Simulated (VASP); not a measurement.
# HfC (Pm-3m) in VASP: a series of runs

HfC is run at these levels: PBE; tasks: single point.

Program: VASP 6.6.1. These are calculated values, not measurements. Logs are shortened: lines on timing, memory, paths and dates and some standing lists are left out, and cuts for length are marked.

## Step 1: The cell of the first run

The structure is cubic, space group Pm-3m (No. 221). The conventional cell has a = 2.750 Å, b = 2.750 Å, c = 2.750 Å, α = 90.00°, β = 90.00°, γ = 90.00°. Hf (site symmetry m-3m) has 8 C at 2.38 Å and 6 Hf at 2.75 Å within 3.1 Å. Within 3.1 Å of C (site symmetry m-3m) lie 8 Hf at 2.38 Å and 6 C at 2.75 Å.

## Step 2: Single point, PBE

File INCAR:

```
PREC = Accurate
ENCUT = 520
EDIFF = 1E-6
ISMEAR = 0
SIGMA = 0.05
LREAL = F
LASPH = T
NELM = 80
ALGO = Normal
ISIF = 2
LWAVE = F
LCHARG = F
GGA = PE
NBANDS = 14
```

File KPOINTS:

```
regular mesh
0
Gamma
  12 12 12
```

File POSCAR:

```
HfC
1.0
    2.7500463492      0.0000000000      0.0000000000
    0.0000000000      2.7500463492      0.0000000000
    0.0000000000      0.0000000000      2.7500463492
Hf C
1 1
Direct
    0.0000000000      0.0000000000      0.0000000000
    0.5000000000      0.5000000000      0.5000000000
```

Potentials or basis: VASP PAW PBE potentials, release 64 (Hf_pv, C).

Started as:

```sh
cat potpaw_PBE.64/Hf_pv/POTCAR potpaw_PBE.64/C/POTCAR > POTCAR
mpirun -np 1 vasp_std > vasp.out
```

OUTCAR:

```text
PREC = Accurate
   ENCUT = 520
   EDIFF = 1E-6
   ISMEAR = 0
   LREAL = F
   LASPH = T
   NELM = 80
   ISIF = 2
   GGA = PE

 ion  position               nearest neighbor table
   1  0.000  0.000  0.000-   2 2.38   2 2.38   2 2.38   2 2.38   2 2.38   2 2.38   2 2.38   2 2.38

   2  0.500  0.500  0.500-   1 2.38   1 2.38   1 2.38   1 2.38   1 2.38   1 2.38   1 2.38   1 2.38

  LATTYP: Found a simple cubic cell.
 ALAT       =     2.7500463492

  Lattice vectors:

 A1 = (   2.7500463492,   0.0000000000,   0.0000000000)
 A2 = (   0.0000000000,   2.7500463492,   0.0000000000)
 A3 = (   0.0000000000,   0.0000000000,   2.7500463492)

Analysis of symmetry for initial positions (statically):
=====================================================================
 Subroutine PRICEL returns:
 Original cell was already a primitive cell.

 Routine SETGRP: Setting up the symmetry group for a
 simple cubic supercell.

 Subroutine GETGRP returns: Found 48 space group operations
 (whereof 48 operations were pure point group operations)
 out of a pool of 48 trial point group operations.

The static configuration has the point symmetry O_h .

Analysis of symmetry for dynamics (positions and initial velocities):
=====================================================================
 Subroutine PRICEL returns:
 Original cell was already a primitive cell.

 Routine SETGRP: Setting up the symmetry group for a
 simple cubic supercell.

 Subroutine GETGRP returns: Found 48 space group operations
 (whereof 48 operations were pure point group operations)
 out of a pool of 48 trial point group operations.

The dynamic configuration has the point symmetry O_h .

 Subroutine INISYM returns: Found 48 space group operations
 (whereof 48 operations are pure point group operations),
 and found     1 'primitive' translations

----------------------------------------------------------------------------------------

                                     Primitive cell

  volume of cell :      20.7979

  direct lattice vectors                    reciprocal lattice vectors
     2.750046349  0.000000000  0.000000000     0.363630235  0.000000000  0.000000000
     0.000000000  2.750046349  0.000000000     0.000000000  0.363630235  0.000000000
     0.000000000  0.000000000  2.750046349     0.000000000  0.000000000  0.363630235

  length of vectors
     2.750046349  2.750046349  2.750046349     0.363630235  0.363630235  0.363630235

  position of ions in fractional coordinates (direct lattice)
     0.000000000  0.000000000  0.000000000
     0.500000000  0.500000000  0.500000000

  ion indices of the primitive-cell ions
   primitive index   ion index
                 1           1
                 2           2

----------------------------------------------------------------------------------------

 KPOINTS: regular mesh

Automatic generation of k-mesh.
 Grid dimensions read from file:
 generate k-points for:   12   12   12

 Generating k-lattice:

  Cartesian coordinates                     Fractional coordinates (reciprocal lattice)
     0.030302520  0.000000000  0.000000000     0.083333333  0.000000000  0.000000000
     0.000000000  0.030302520  0.000000000     0.000000000  0.083333333  0.000000000
     0.000000000  0.000000000  0.030302520     0.000000000  0.000000000  0.083333333

  Length of vectors
     0.030302520  0.030302520  0.030302520

  Shift w.r.t. Gamma in fractional coordinates (k-lattice)
     0.000000000  0.000000000  0.000000000

 Subroutine IBZKPT returns following result:
 ===========================================

 Found     84 irreducible k-points:

 Following reciprocal coordinates:
            Coordinates               Weight
  0.000000  0.000000  0.000000      1.000000
  0.083333  0.000000  0.000000      6.000000
  0.166667  0.000000  0.000000      6.000000
  0.250000  0.000000  0.000000      6.000000
  0.333333  0.000000  0.000000      6.000000
  0.416667  0.000000  0.000000      6.000000
[... 16 lines left out ...]
  0.333333  0.333333  0.000000     12.000000
  0.416667  0.333333  0.000000     24.000000
 [... further k-points ...]
   k-points           NKPTS =     84   k-points in BZ     NKDIM =     84   number of bands    NBANDS=     14
   number of dos      NEDOS =    301   number of ions     NIONS =      2
   total plane-waves  NPLWV =   8000
   dimension x,y,z NGX =    20 NGY =   20 NGZ =   20
   dimension x,y,z NGXF=    40 NGYF=   40 NGZF=   40
   ions per type =               1   1
   NGX,Y,Z   is equivalent  to a cutoff of  12.09, 12.09, 12.09 a.u.
   NGXF,Y,Z  is equivalent  to a cutoff of  24.18, 24.18, 24.18 a.u.
 SYSTEM =  unknown system
   PREC   = accura    normal or accurate (medium, high low for compatibility)
   ISTART =      0    job   : 0-new  1-cont  2-samecut
   ICHARG =      2    charge: 1-file 2-atom 10-const
   ISPIN  =      1    spin polarized calculation?
   LNONCOLLINEAR =      F non collinear calculations
   LSORBIT =      F    spin-orbit coupling
   LASPH  =      T    aspherical Exc in radial PAW
   ENCUT  =  520.0 eV  38.22 Ry    6.18 a.u.   5.11  5.11  5.11*2*pi/ulx,y,z
   NELM   =     80;   NELMIN=  2; NELMDL= -5     # of ELM steps
   EDIFF  = 0.1E-05   stopping-criterion for ELM
   LREAL  =      F    real-space projection
   EDIFFG = 0.1E-04   stopping-criterion for IOM
   NSW    =      0    number of steps for IOM
   IBRION =     -1    ionic relax: 0-MD 1-quasi-New 2-CG
   NFREE  =      0    steps in history (QN), initial steepest desc. (CG)
   ISIF   =      2    stress and relaxation
   ISYM   =      2    0-nonsym 1-usesym 2-fastsym
   POTIM  = 0.5000    time-step for ionic-motion
   TEBEG  =    0.0;   TEEND  =   0.0 temperature during run
   PSTRESS=    0.0 pullay stress
   NELECT =      14.0000    total number of electrons
   NUPDOWN=      -1.0000    fix difference up-down
   EMIN   =  10.00;   EMAX   =-10.00  energy-range for DOS
   EFERMI =   0.00;   METHOD = LEGACY
   ISMEAR =     0;   SIGMA  =   0.05  broadening in eV -4-tet -1-fermi 0-gaus
   EFERMI_NEDOS =   21; number of points for ismear=-14 and -15
   IALGO  =     38    algorithm
   IMIX   =      4    mixing-type and parameters
     AMIX     =   0.40;   BMIX     =  1.00
     AMIX_MAG =   1.60;   BMIX_MAG =  1.00
  volume/ion in A,a.u.               =      10.40        70.18
  Fermi-wavevector in a.u.,A,eV,Ry     =   1.434754  2.711292 28.007859  2.058520
  Thomas-Fermi vector in A             =   2.554128
   LORBIT       =      0    0 simple, 1 ext, 2 COOP (PROOUT), +10 PAW based schemes
   GGA     = PE    functional components
   LHFCALC =     F    Hartree Fock is set to
   AEXX    =    0.0000 exact exchange contribution
   IVDW    =     0    specifies the selected vdW correction
   LEPSILON=     F    determine dielectric tensor
   LRPA    =     F    only Hartree local field effects (RPA)
 non-spin polarized calculation
 Gauss-broadening in eV      SIGMA  =   0.05
  energy-cutoff  :      520.00
  volume of cell :       20.80
 maximum number of plane-waves:       587
   NGX = 11   NGY = 11   NGZ = 11

 number of electron      14.0000003 magnetization

 Free energy of the ion-electron system (eV)
  ---------------------------------------------------
  ext. energy  EPLUGINS =         0.00000000
  ---------------------------------------------------
  free energy    TOTEN  =       -17.92872784 eV

  energy without entropy =      -17.92618173  energy(sigma->0) =      -17.92745479

 E-fermi :   7.9553     XC(G=0): -13.3593

 val. band max:        7.9453140907   @ k =   0.2500   0.1667   0.0000
 cond. band min:       7.9580064216   @ k =   0.2500   0.2500   0.0000
 fundamental gap:      0.0126923309
 Fermi energy:         7.9552515335

 k-point     1 :       0.0000    0.0000    0.0000
  band No.  band energies     occupation
      1     -21.4019      2.00000
      2     -21.4019      2.00000
      3     -21.4019      2.00000
      4      -5.6797      2.00000
      5       5.5482      2.00000
      6       5.5482      2.00000
      7       9.3402      0.00000
      8       9.3402      0.00000
      9       9.3402      0.00000
     10      15.2388      0.00000
     11      15.2388      0.00000
     12      15.2388      0.00000
     13      17.1537      0.00000
     14      21.8716      0.00000

 k-point     2 :       0.0833    0.0000    0.0000
  band No.  band energies     occupation
      1     -21.5314      2.00000
      2     -21.3902      2.00000
      3     -21.3902      2.00000
      4      -5.4883      2.00000
      5       5.5206      2.00000
      6       5.6274      2.00000
      7       9.1088      0.00000
      8       9.1088      0.00000
      9       9.2783      0.00000
     10      15.2847      0.00000
     11      15.4132      0.00000
     12      15.4132      0.00000
     13      17.4903      0.00000
     14      21.8721      0.00000

 k-point     3 :       0.1667    0.0000    0.0000
  band No.  band energies     occupation
      1     -21.8721      2.00000
      2     -21.3584      2.00000
      3     -21.3584      2.00000
      4      -4.9518      2.00000
      5       5.0900      2.00000
      6       5.8537      2.00000
      7       8.5322      0.00000
      8       8.5322      0.00000
      9       9.6490      0.00000
     10      15.4128      0.00000
     11      15.8665      0.00000
     12      15.8665      0.00000
     13      18.2537      0.00000
     14      21.8734      0.00000
[... 324 lines left out ...]
 k-point    23 :       0.3333    0.3333    0.0000
  band No.  band energies     occupation
      1     -22.5391      2.00000
      2     -22.4667      2.00000
      3     -21.1526      2.00000
      4      -2.5732      2.00000
      5       3.2264      2.00000
      6       5.5153      2.00000
      7       8.2278      0.00000
      8       8.5419      0.00000
      9      12.2325      0.00000
     10      14.7625      0.00000
     11      14.8463      0.00000
     12      15.3250      0.00000
     13      19.5171      0.00000
     14      21.8757      0.00000

 k-point    24 :       0.4167    0.3333    0.0000
  band No.  band energies     occupation
      1     -22.7750      2.00000
      2     -22.4468      2.00000
      3     -21.1234      2.00000
      4      -2.5489      2.00000
      5       3.4120      2.00000
      6       5.4947      2.00000
      7       8.2923      0.00000
      8       8.4400      0.00000
      9      12.1431      0.00000
     10      14.2846      0.00000
     11      14.8161      0.00000
     12      15.9061      0.00000
     13      20.1035      0.00000
     14      21.8822      0.00000

 [... further k-points ...]
[... 5 lines left out ...]
  --------------------------------------------------------------------------------------
  -------------------------------------------------------------------------------------
  Total        5.6469041      5.6469041      5.6469041      0.0000000      0.0000000     -0.0000000
  in kB      435.0117152    435.0117152    435.0117152      0.0000000      0.0000000     -0.0000000
  external PRESSURE =     435.0117152 kB  Pullay stress =       0.0000000 kB

 VOLUME and BASIS-vectors are now :
 -----------------------------------------------------------------------------
  energy-cutoff  :      520.00
  volume of cell :       20.80
      direct lattice vectors                 reciprocal lattice vectors
     2.750046349  0.000000000  0.000000000     0.363630235  0.000000000  0.000000000
     0.000000000  2.750046349  0.000000000     0.000000000  0.363630235  0.000000000
     0.000000000  0.000000000  2.750046349     0.000000000  0.000000000  0.363630235

 POSITION                                       TOTAL-FORCE (eV/Angst)
 -----------------------------------------------------------------------------------
      0.00000      0.00000      0.00000         0.000000      0.000000      0.000000
      1.37502      1.37502      1.37502         0.000000      0.000000      0.000000
 -----------------------------------------------------------------------------------
    total drift:                                0.000000      0.000000      0.000000

  FREE ENERGIE OF THE ION-ELECTRON SYSTEM (eV)
  ---------------------------------------------------
  free  energy   TOTEN  =       -17.9287278422 eV

  energy  without entropy=      -17.9261817309  energy(sigma->0) =      -17.92745479
```

Run time: 9.6 s. Hardware: 1 thread of AMD EPYC 9R45 (Zen 5), shared host; peak memory 0.11 GiB.

Results:

| Property | Result |
| --- | --- |
| Free energy | -17.9287 eV |
| Pressure | 43.5 GPa |
| Band gap on the k mesh | zero (band 7 reaches 9.34 eV, above the bottom of band 8 at 6.87 eV) |

Levels at points of the mesh, in eV from the Fermi level:
| k point | band 3 | band 4 | band 5 | band 6 | band 7 | band 8 | band 9 | band 10 | band 11 | band 12 |
| --- | --- | --- | --- | --- | --- | --- | --- | --- | --- | --- |
| (0.00, 0.00, 0.00) | -29.36 | -13.63 | -2.41 | -2.41 | 1.38 | 1.38 | 1.38 | 7.28 | 7.28 | 7.28 |
| (0.50, 0.00, 0.00) | -29.18 | -9.46 | -7.38 | -1.29 | -1.29 | -0.96 | 8.03 | 8.15 | 9.93 | 9.93 |
| (0.50, 0.50, 0.00) | -29.03 | -10.88 | -2.59 | -2.59 | -1.15 | 2.21 | 3.53 | 3.53 | 6.14 | 10.62 |
| (0.50, 0.50, 0.50) | -30.47 | -7.21 | -6.51 | -6.51 | -6.51 | 10.84 | 10.84 | 10.84 | 10.99 | 11.37 |

Caveat: spin-orbit coupling is left out, which moves the levels of the heavy elements.

## Step 3: Single point, PBE (volume scaled by 0.945)

File INCAR:

```
SYSTEM = HfC
PREC = Accurate ; ENCUT = 520
EDIFF = 1E-6 ; ISMEAR = 0
SIGMA = 0.05 ; LREAL = .False.
LASPH = .True. ; NELM = 60
ALGO = Normal ; ISIF = 2
LWAVE = .False. ; LCHARG = .False.
GGA = PE ; NBANDS = 14
```

File KPOINTS:

```
Automatic mesh
0
Gamma
  12 12 12
  0 0 0
```

File POSCAR:

```
HfC
1.0
    2.8467000146      0.0000000000      0.0000000000
    0.0000000000      2.8467000146      0.0000000000
    0.0000000000      0.0000000000      2.8467000146
Hf C
1 1
Direct
    0.0000000000      0.0000000000      0.0000000000
    0.5000000000      0.5000000000      0.5000000000
```

Potentials or basis: VASP PAW PBE potentials, release 64 (Hf_pv, C).

Started as:

```sh
cat potpaw_PBE.64/Hf_pv/POTCAR potpaw_PBE.64/C/POTCAR > POTCAR
mpirun -np 1 vasp_std > vasp.out
```

Wall time 15 s (1 thread of AMD EPYC 9R45 (Zen 5), shared host); peak memory 0.13 GiB.

Results (log left out):

```
Free energy            : -18.2996 eV
Pressure               : 11.4 GPa
Band gap on the k mesh : zero (band 7 reaches 8.24 eV, above the bottom of band 8 at 6.15 eV)
```

Levels at points of the mesh, in eV from the Fermi level:
```
           k point  band 4  band 5  band 6  band 7  band 8  band 9  band 10  band 11
(0.00, 0.00, 0.00)  -13.07   -2.07   -2.07    1.18    1.18    1.18     6.51     6.51
(0.50, 0.00, 0.00)   -9.49   -6.96   -1.12   -1.12   -0.81    7.13     7.26     8.87
(0.50, 0.50, 0.00)  -10.34   -2.62   -2.62   -1.17    2.05    3.26     3.26     5.21
(0.50, 0.50, 0.50)   -7.26   -5.83   -5.83   -5.83    9.43    9.43     9.43     9.67
```

Caveat: spin-orbit coupling is left out, which moves the levels of the heavy elements.
